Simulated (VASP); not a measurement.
SiW2, 3 atoms in the cell. The structure is hexagonal, space group P6/mmm (No. 191). The conventional cell has a = 2.747 Å, b = 2.747 Å, c = 7.857 Å, α = 90.00°, β = 90.00°, γ = 120.00°. Within 3.5 Å of Si (site symmetry 6/mmm) lie 2 W at 2.62 Å and 6 Si at 2.75 Å. Within 3.5 Å of W (site symmetry 6mm) lie 7 W at 2.62 to 2.75 Å and 1 Si at 2.62 Å. The cell was generated, and may not be a known phase.

- Program: VASP 6.6.1
- Task: single point
- Functional: PBE
- Potentials or basis: VASP PAW PBE potentials, release 64 (Si, W_sv)
- Cutoff: 520 eV
- k mesh: 6 × 6 × 4
- Occupations: gaussian, width 0.1 eV
- Spin: no spin polarisation
- Dipole correction: no
- Further INCAR settings: ALGO = Normal; EDIFF = 1e-07; NBANDS = 23

Potentials or basis: VASP PAW PBE potentials, release 64 (Si, W_sv).

Launch:

```console
$ cat potpaw_PBE.64/Si/POTCAR potpaw_PBE.64/W_sv/POTCAR > POTCAR
$ mpirun -np 1 vasp_std > vasp.out
```

Hardware: 1 thread of Intel(R) Xeon(R) 6975P-C (Granite Rapids), with other jobs on the host.

Question: How long does it take, and how much memory?

Answer: Wall time 11 s on 1 thread of Intel(R) Xeon(R) 6975P-C (Granite Rapids) (shared host), peak memory 0.17 GiB. Counts: scf iterations 14, k points 21.
